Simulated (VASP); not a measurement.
ZnSe (Stilleite):

```
CELL_PARAMETERS angstrom
0.00000 2.85257 2.85257
2.85257 0.00000 2.85257
2.85257 2.85257 0.00000
ATOMIC_POSITIONS crystal
Se 0.75000 0.75000 0.75000
Zn 0.00000 0.00000 0.00000
```

Base run:

| Property | Result |
| --- | --- |
| Program | VASP 6.6.1 |
| Functional | PBEsol |
| Dispersion | D3(BJ) |
| Potentials or basis | VASP PAW PBE potentials, release 64 (Se, Zn) |
| Cutoff | 520 eV |
| k mesh | 8 × 8 × 8 |
| Occupations | fermi-dirac, width 0.05 eV |
| Spin | no spin polarisation |

Its results: band gap on the k mesh 1.09 eV, direct; pressure -3.9 GPa.

Problem. After a change of settings the same cell gave: band gap on the k mesh 1.19 eV, direct; pressure -1.2 GPa. Which change was it?
A. functional from PBEsol to BLYP; further incar settings from ALGO = Normal; EDIFF = 1e-07; NBANDS = 16 to ALGO = Normal; EDIFF = 1e-06; NBANDS = 16
B. functional from PBEsol to revPBE; dispersion from D3(BJ) to none
C. functional from PBEsol to PBE; dispersion from D3(BJ) to none

Solution. A.

Caveats: the PAW data sets were made with another functional, which shifts forces and pressure a little.
